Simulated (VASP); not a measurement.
A run of VASP 6.6.1 is set up as follows.

The input POSCAR:

```
PtS2
1.0
    3.5482369392      0.0000000000      0.0000000000
   -1.7741184696      3.0728633280      0.0000000000
    0.0000000000      0.0000000000      5.4825359040
Pt S
1 2
Direct
    0.0000000000      0.0000000000      0.0000000000
    0.3333333333      0.6666666667      0.2246832811
    0.6666666667      0.3333333333      0.7753167189
```

INCAR.step1

```
PREC = Accurate
ENCUT = 550
ISMEAR = 0
SIGMA = 0.05
LREAL = False
LASPH = True
NELM = 120
NBANDS = 18
GGA = PE
ALGO = Normal
EDIFF = 1E-5
LWAVE = True
LCHARG = False
GGA_COMPAT = False
```

Contents of INCAR.step2:

```
PREC = Accurate
ENCUT = 550
EDIFF = 1E-6
ISMEAR = 0
SIGMA = 0.05
LREAL = False
LASPH = True
NELM = 120
ALGO = Normal
ISIF = 2
LWAVE = False
LCHARG = False
METAGGA = R2SCAN
LMIXTAU = True
NBANDS = 18
ISTART = 1
GGA_COMPAT = False
```

Contents of KPOINTS:

```
Automatic mesh
0
Gamma
  8 8 4
```

Potentials or basis: VASP PAW PBE potentials, release 64 (Pt, S).

Launch:

```bash
$ cat potpaw_PBE.64/Pt/POTCAR potpaw_PBE.64/S/POTCAR > POTCAR
$ cp INCAR.step1 INCAR
$ mpirun -np 1 vasp_std > vasp.out
$ cp INCAR.step2 INCAR
$ mpirun -np 1 vasp_std > vasp.out
```

(1) Predict the pressure.

(2) What does it give for the largest force?

(3) Predict the band gap on the k mesh.

## Answers

(1) 0.2 GPa.

(2) 0.006 eV/Å.

(3) 1.28 eV (least direct gap 1.31 eV).

Caveat: the PAW data sets were made with another functional, which shifts forces and pressure a little; spin-orbit coupling is left out, which moves the levels of the heavy elements.
